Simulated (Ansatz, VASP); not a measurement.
BN: VASP beside Ansatz

File INCAR:

```
ALGO = Normal
EDIFF = 1E-6
EDIFFG = -0.002
ENCUT = 600
IBRION = 2
ISIF = 3
ISMEAR = 0
LASPH = T
LCHARG = F
LREAL = F
LWAVE = F
NELM = 80
NSW = 80
PREC = Accurate
SIGMA = 0.01
```

KPOINTS

```
k-points
0
Gamma
  12 12 4
```

The input POSCAR:

```
BN
1.0
    2.5040000000      0.0000000000      0.0000000000
   -1.2520000000      2.1685276111      0.0000000000
    0.0000000000      0.0000000000      6.6610000000
B N
2 2
Direct
    0.3333333333      0.6666666667      0.2500000000
    0.6666666667      0.3333333333      0.7500000000
    0.6666666667      0.3333333333      0.2500000000
    0.3333333333      0.6666666667      0.7500000000
```

Input for Ansatz:

```yaml
crystal:
  lattice:
    - [2.504, 0.0, 0.0]
    - [-1.252, 2.1685276111, 0.0]
    - [0.0, 0.0, 6.661]
  atoms:
    - { symbol: B, position: [0.3333333333, 0.6666666667, 0.25] }
    - { symbol: "N", position: [0.6666666667, 0.3333333333, 0.25] }
    - { symbol: "N", position: [0.3333333333, 0.6666666667, 0.75] }
    - { symbol: B, position: [0.6666666667, 0.3333333333, 0.75] }
scf:
  occupations: { method: fixed }
output:
  forces: true
  stress: true
  eigenvalues: true
  write_density: true
  write_potential: true
  elf: true
  volumetric_format: npy
hamiltonian:
  xc: lda
kpoints:
  mp_grid: { grid: [12, 12, 4] }
basis:
  ecutwfc: 560
relax:
  f_tol: 0.002
  max_steps: 60
  cell: { stress_tol: 0.005 }
```

Alike in both runs: task relaxation of cell and atoms; functional LDA; k mesh 12 × 12 × 4; no spin polarisation.

|  | VASP | Ansatz |
| --- | --- | --- |
| version | VASP 6.6.1 | Ansatz 0.2.0 |
| potentials or method | VASP PAW LDA potentials, release 64 (B, N), cutoff 600 eV | scalar-relativistic, plane waves, PAW |
| occupations | gaussian, width 0.01 eV | fixed |
| valence electrons in the cell | 16 | 16 |

|  | VASP | Ansatz | Ansatz less VASP |
| --- | --- | --- | --- |
| gap on the k mesh at the Fermi level, each at its own relaxed structure (eV) | 4.03 | 4.07 | +0.042 |
| relaxed volume (Å³/atom) | 8.63 | 8.71 | +0.076 |
| relaxed cell length with the largest relative difference (Å) | 6.430 | 6.493 | +0.0626 |

LDA's correlation is that of Perdew and Zunger in VASP and of Perdew and Wang (1992) in Ansatz.
